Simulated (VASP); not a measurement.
# LiV16 (a cell with a defect) in VASP: notebook

Runs on LiV16 (a cell with a defect). Level: PBE. Tasks: single point.

All numbers are computed with VASP 6.6.1; they aren't measurements. Logs are shortened: lines on timing, memory, paths and dates and some standing lists are left out, and cuts for length are marked.

### 1 The cell of the first run

The cell holds a defect, 17 atoms: a = 6.040 Å, b = 6.040 Å, c = 6.040 Å, α = 90.00°, β = 90.00°, γ = 90.00°.

### 2 Single point, PBE

INCAR

```
SYSTEM = LiV16
PREC = Accurate ; ENCUT = 520
EDIFF = 1E-6 ; ISMEAR = 0
SIGMA = 0.1 ; LREAL = Auto
LASPH = .True. ; NELM = 60
ALGO = Normal ; ISIF = 2
LWAVE = .False. ; LCHARG = .True.
GGA = PE ; LELF = .True.
LVHAR = .True. ; NBANDS = 120
```

KPOINTS

```
regular mesh
0
Gamma
  3 3 3
  0 0 0
```

POSCAR

```
LiV16
1.0
    6.0400000000      0.0000000000      0.0000000000
    0.0000000000      6.0400000000      0.0000000000
    0.0000000000      0.0000000000      6.0400000000
V Li
16 1
Direct
    0.0079683775      0.0017700331      0.0130784768
    0.5001134106     -0.0038294702     -0.0085548013
    0.0089158940      0.4869168874      0.0151864238
   -0.0090976821     -0.0042995033      0.5026506623
    0.2333653974      0.2528600993      0.2305193709
    0.5004036424      0.5028627483     -0.0131783113
    0.4726965232      0.0576243377      0.4577281457
    0.7462956954      0.2499264901      0.2375908940
   -0.0108776490      0.5003501656      0.5036117550
    0.2563399007      0.7484753311      0.2592468543
    0.2422927152      0.2460127483      0.7436114238
    0.4842006623      0.4612327815      0.4760349338
    0.7502342715      0.7483455298      0.2434470199
    0.7459203642      0.2451322848      0.7454475166
    0.2267246689      0.7453736755      0.7589970199
    0.8180402318      0.7369476821      0.8136672185
    0.5690950331      0.7755051325      0.6073405629
```

Potentials or basis: VASP PAW PBE potentials, release 64 (V_sv, Li_sv).

Run with:

```console
$ cat potpaw_PBE.64/V_sv/POTCAR potpaw_PBE.64/Li_sv/POTCAR > POTCAR
$ mpirun -np 1 vasp_std > vasp.out
```

OUTCAR:

```text
SYSTEM = LiV16
   PREC = Accurate
   ENCUT = 520
   EDIFF = 1E-6
   ISMEAR = 0
   LREAL = Auto
   LASPH = .True.
   NELM = 60
   ISIF = 2
   GGA = PE

 ion  position               nearest neighbor table
   1  0.008  0.002  0.013-  16 2.31   5 2.42  15 2.55   8 2.57  13 2.59  10 2.61  11 2.61  14 2.70

   2  0.500  0.996  0.991-  14 2.58   8 2.60  13 2.62  11 2.63  15 2.64  10 2.65   5 2.66  16 2.70
                            17 2.71   7 2.85
   3  0.009  0.487  0.015-  16 2.26   5 2.35   8 2.52  15 2.56  11 2.61  13 2.61  10 2.63  14 2.70

   4  0.991  0.996  0.503-  14 2.57  11 2.59  15 2.59  13 2.61  10 2.64  16 2.66   8 2.67   5 2.69

   5  0.233  0.253  0.231-   7 2.32   3 2.35   1 2.42  12 2.47   6 2.65   2 2.66   9 2.67   4 2.69

   6  0.500  0.503  0.987-  14 2.60  15 2.60  16 2.60   8 2.61  13 2.62  11 2.64   5 2.65  10 2.66
[... 11 lines left out ...]
  12  0.484  0.461  0.476-  17 2.12   7 2.44   5 2.47   8 2.49  11 2.54  10 2.57  14 2.62  13 2.75
                            15 2.88
  13  0.750  0.748  0.243-  17 2.46   1 2.59   9 2.61   4 2.61   3 2.61   2 2.62   6 2.62  16 2.63
                            12 2.75   7 2.82
  14  0.746  0.245  0.745-   4 2.57   9 2.58   2 2.58   6 2.60  12 2.62   7 2.65   1 2.70   3 2.70

  15  0.227  0.745  0.759-  17 2.27  16 2.49   1 2.55   3 2.56   9 2.57   4 2.59   6 2.60   2 2.64
                            12 2.88
  16  0.818  0.737  0.814-  17 1.97   3 2.26   1 2.31  15 2.49   9 2.57   6 2.60  13 2.63   4 2.66
                             2 2.70
  17  0.569  0.776  0.607-  16 1.97   7 2.01  12 2.12  15 2.27  13 2.46   2 2.71

  LATTYP: Found a simple cubic cell.
 ALAT       =     6.0400000000

  Lattice vectors:

 A1 = (   6.0400000000,   0.0000000000,   0.0000000000)
 A2 = (   0.0000000000,   6.0400000000,   0.0000000000)
 A3 = (   0.0000000000,   0.0000000000,   6.0400000000)

Analysis of symmetry for initial positions (statically):
=====================================================================
 Subroutine PRICEL returns:
 Original cell was already a primitive cell.

 Routine SETGRP: Setting up the symmetry group for a
 simple cubic supercell.

 Subroutine GETGRP returns: Found  1 space group operations
 (whereof  1 operations were pure point group operations)
 out of a pool of 48 trial point group operations.

The static configuration has the point symmetry C_1 .

Analysis of symmetry for dynamics (positions and initial velocities):
=====================================================================
 Subroutine PRICEL returns:
 Original cell was already a primitive cell.

 Routine SETGRP: Setting up the symmetry group for a
 simple cubic supercell.

 Subroutine GETGRP returns: Found  1 space group operations
 (whereof  1 operations were pure point group operations)
 out of a pool of 48 trial point group operations.

The dynamic configuration has the point symmetry C_1 .

 Subroutine INISYM returns: Found  1 space group operations
 (whereof  1 operations are pure point group operations),
 and found     1 'primitive' translations

----------------------------------------------------------------------------------------

                                     Primitive cell

  volume of cell :     220.3489

  direct lattice vectors                    reciprocal lattice vectors
     6.040000000  0.000000000  0.000000000     0.165562914  0.000000000  0.000000000
     0.000000000  6.040000000  0.000000000     0.000000000  0.165562914  0.000000000
     0.000000000  0.000000000  6.040000000     0.000000000  0.000000000  0.165562914

  length of vectors
     6.040000000  6.040000000  6.040000000     0.165562914  0.165562914  0.165562914

  position of ions in fractional coordinates (direct lattice)
     0.007968377  0.001770033  0.013078477
     0.500113411  0.996170530  0.991445199
     0.008915894  0.486916887  0.015186424
     0.990902318  0.995700497  0.502650662
     0.233365397  0.252860099  0.230519371
     0.500403642  0.502862748  0.986821689
[... 9 lines left out ...]
     0.818040232  0.736947682  0.813667219
     0.569095033  0.775505133  0.607340563

  ion indices of the primitive-cell ions
   primitive index   ion index
                 1           1
                 2           2
                 3           3
                 4           4
                 5           5
                 6           6
[... 9 lines left out ...]
                16          16
                17          17

----------------------------------------------------------------------------------------

 KPOINTS: regular mesh

Automatic generation of k-mesh.
 Grid dimensions read from file:
 generate k-points for:    3    3    3

 Generating k-lattice:

  Cartesian coordinates                     Fractional coordinates (reciprocal lattice)
     0.055187638  0.000000000  0.000000000     0.333333333  0.000000000  0.000000000
     0.000000000  0.055187638  0.000000000     0.000000000  0.333333333  0.000000000
     0.000000000  0.000000000  0.055187638     0.000000000  0.000000000  0.333333333

  Length of vectors
     0.055187638  0.055187638  0.055187638

  Shift w.r.t. Gamma in fractional coordinates (k-lattice)
     0.000000000  0.000000000  0.000000000

 Subroutine IBZKPT returns following result:
 ===========================================

 Found     14 irreducible k-points:

 Following reciprocal coordinates:
            Coordinates               Weight
  0.000000  0.000000  0.000000      1.000000
  0.333333  0.000000  0.000000      2.000000
  0.000000  0.333333  0.000000      2.000000
  0.000000  0.000000  0.333333      2.000000
  0.333333  0.333333  0.000000      2.000000
  0.000000  0.333333  0.333333      2.000000
  0.333333  0.000000  0.333333      2.000000
 -0.333333  0.333333  0.000000      2.000000
 -0.333333  0.000000  0.333333      2.000000
  0.000000 -0.333333  0.333333      2.000000
  0.333333  0.333333  0.333333      2.000000
 -0.333333  0.333333  0.333333      2.000000
 -0.333333 -0.333333  0.333333      2.000000
  0.333333 -0.333333  0.333333      2.000000
   k-points           NKPTS =     14   k-points in BZ     NKDIM =     14   number of bands    NBANDS=    120
   number of dos      NEDOS =    301   number of ions     NIONS =     17
   total plane-waves  NPLWV = 110592
   dimension x,y,z NGX =    48 NGY =   48 NGZ =   48
   dimension x,y,z NGXF=    96 NGYF=   96 NGZF=   96
   ions per type =              16   1
   NGX,Y,Z   is equivalent  to a cutoff of  13.21, 13.21, 13.21 a.u.
   NGXF,Y,Z  is equivalent  to a cutoff of  26.42, 26.42, 26.42 a.u.
 SYSTEM =  LiV16
   PREC   = accura    normal or accurate (medium, high low for compatibility)
   ISTART =      0    job   : 0-new  1-cont  2-samecut
   ICHARG =      2    charge: 1-file 2-atom 10-const
   ISPIN  =      1    spin polarized calculation?
   LNONCOLLINEAR =      F non collinear calculations
   LSORBIT =      F    spin-orbit coupling
   LASPH  =      T    aspherical Exc in radial PAW
   ENCUT  =  520.0 eV  38.22 Ry    6.18 a.u.  11.23 11.23 11.23*2*pi/ulx,y,z
   NELM   =     60;   NELMIN=  2; NELMDL= -5     # of ELM steps
   EDIFF  = 0.1E-05   stopping-criterion for ELM
   LREAL  =      T    real-space projection
   EDIFFG = 0.1E-04   stopping-criterion for IOM
   NSW    =      0    number of steps for IOM
   IBRION =     -1    ionic relax: 0-MD 1-quasi-New 2-CG
   NFREE  =      0    steps in history (QN), initial steepest desc. (CG)
   ISIF   =      2    stress and relaxation
   ISYM   =      2    0-nonsym 1-usesym 2-fastsym
   POTIM  = 0.5000    time-step for ionic-motion
   TEBEG  =    0.0;   TEEND  =   0.0 temperature during run
   PSTRESS=    0.0 pullay stress
   NELECT =     211.0000    total number of electrons
   NUPDOWN=      -1.0000    fix difference up-down
   EMIN   =  10.00;   EMAX   =-10.00  energy-range for DOS
   EFERMI =   0.00;   METHOD = LEGACY
   ISMEAR =     0;   SIGMA  =   0.10  broadening in eV -4-tet -1-fermi 0-gaus
   EFERMI_NEDOS =   21; number of points for ismear=-14 and -15
   IALGO  =     38    algorithm
   IMIX   =      4    mixing-type and parameters
     AMIX     =   0.40;   BMIX     =  1.00
     AMIX_MAG =   1.60;   BMIX_MAG =  1.00
  volume/ion in A,a.u.               =      12.96        87.47
  Fermi-wavevector in a.u.,A,eV,Ry     =   1.613610  3.049282 35.426018  2.603739
  Thomas-Fermi vector in A             =   2.708652
   LORBIT       =      0    0 simple, 1 ext, 2 COOP (PROOUT), +10 PAW based schemes
   GGA     = PE    functional components
   LHFCALC =     F    Hartree Fock is set to
   AEXX    =    0.0000 exact exchange contribution
   IVDW    =     0    specifies the selected vdW correction
   LEPSILON=     F    determine dielectric tensor
   LRPA    =     F    only Hartree local field effects (RPA)
 non-spin polarized calculation
 Gauss-broadening in eV      SIGMA  =   0.10
  energy-cutoff  :      520.00
  volume of cell :      220.35
 maximum number of plane-waves:      6031
 NGX is ok and might be reduce to    48
   NGX = 23   NGY = 23   NGZ = 23

 number of electron     211.0000000 magnetization

 Free energy of the ion-electron system (eV)
  ---------------------------------------------------
  ext. energy  EPLUGINS =         0.00000000
  ---------------------------------------------------
  free energy    TOTEN  =      -141.74836737 eV

  energy without entropy =     -141.63158988  energy(sigma->0) =     -141.68997862

 E-fermi :   9.7639     XC(G=0): -12.8533

 val. band max:        9.7573711223   @ k =  -0.3333  -0.3333   0.3333
 cond. band min:       9.7653169470   @ k =   0.0000   0.3333   0.3333
 fundamental gap:      0.0079458247
 Fermi energy:         9.7639143289

 k-point     1 :       0.0000    0.0000    0.0000
  band No.  band energies     occupation
      1     -54.0644      2.00000
      2     -53.9557      2.00000
      3     -53.9092      2.00000
      4     -53.9043      2.00000
      5     -53.8988      2.00000
      6     -53.8920      2.00000
[... 1669 lines left out ...]
    116      11.2161      0.00000
    117      11.3478      0.00000
 [bands above 117 left out]

------------------------ aborting loop because EDIFF is reached ----------------------------------------

  FORCE on cell =-STRESS in cart. coord.  units (eV):
  Direction    XX          YY          ZZ          XY          YZ          ZX
  --------------------------------------------------------------------------------------
  -------------------------------------------------------------------------------------
  Total        9.4491961      9.6811540     10.0387159     -0.2168741     -0.3208306      0.6095160
  in kB       68.7059942     70.3925820     72.9924484     -1.5769118     -2.3327891      4.4318482
  external PRESSURE =      70.6970082 kB  Pullay stress =       0.0000000 kB

 VOLUME and BASIS-vectors are now :
 -----------------------------------------------------------------------------
  energy-cutoff  :      520.00
  volume of cell :      220.35
      direct lattice vectors                 reciprocal lattice vectors
     6.040000000  0.000000000  0.000000000     0.165562914  0.000000000  0.000000000
     0.000000000  6.040000000  0.000000000     0.000000000  0.165562914  0.000000000
     0.000000000  0.000000000  6.040000000     0.000000000  0.000000000  0.165562914

 POSITION                                       TOTAL-FORCE (eV/Angst)
 -----------------------------------------------------------------------------------
      0.04813      0.01069      0.07899         0.003485      0.079711      0.035430
      3.02069      6.01687      5.98833        -0.005595      0.000408     -0.009248
      0.05385      2.94098      0.09173         0.018518     -0.043817      0.022874
      5.98505      6.01403      3.03601        -0.013481      0.011523     -0.018611
      1.40953      1.52727      1.39234         0.035591     -0.014503      0.036077
      3.02244      3.03729      5.96040        -0.016497     -0.005573      0.015346
[... 9 lines left out ...]
      4.94096      4.45116      4.91455        -0.099106      0.019846     -0.059636
      3.43733      4.68405      3.66834         0.083606     -0.080017      0.066048
 -----------------------------------------------------------------------------------
    total drift:                                0.005545     -0.007154     -0.001903

  FREE ENERGIE OF THE ION-ELECTRON SYSTEM (eV)
  ---------------------------------------------------
  free  energy   TOTEN  =      -141.7483673655 eV

  energy  without entropy=     -141.6315898769  energy(sigma->0) =     -141.68997862
```

Run time: 18 min. Hardware: 1 thread of Intel Xeon Platinum 8488C (Sapphire Rapids), shared host; peak memory 0.46 GiB.

Results:

```
Free energy            : -141.7484 eV
Largest force          : 0.133 eV/Å
Band gap on the k mesh : zero (an odd number of electrons rules out a gap without spin polarisation)
```

Forces in eV/Å, atoms in the order of the input:
```
V    0.003  0.080  0.035
V   -0.006  0.000 -0.009
V    0.019 -0.044  0.023
V   -0.013  0.012 -0.019
V    0.036 -0.015  0.036
V   -0.016 -0.006  0.015
V   -0.016  0.090 -0.012
V   -0.011 -0.003  0.009
V   -0.013 -0.004 -0.024
V   -0.005 -0.002 -0.014
V    0.012 -0.002 -0.020
V   -0.027 -0.074 -0.012
V   -0.010  0.013  0.011
V   -0.014 -0.006  0.003
V    0.079  0.020 -0.029
V   -0.099  0.020 -0.060
Li   0.084 -0.080  0.066
```

Levels at points of the mesh, in eV from the Fermi level:
```tsv
k point	band 104	band 105	band 106	band 107	band 108	band 109
(0.00, 0.00, 0.00)	0.35	0.38	0.48	0.51	0.61	0.76
```

Caveat: the cutoff is under 1.25 times the usual one of these potentials, so pressure, stress and relaxed cells hold a basis-set (Pulay) error.

(Part 1 of 2 ends here.)
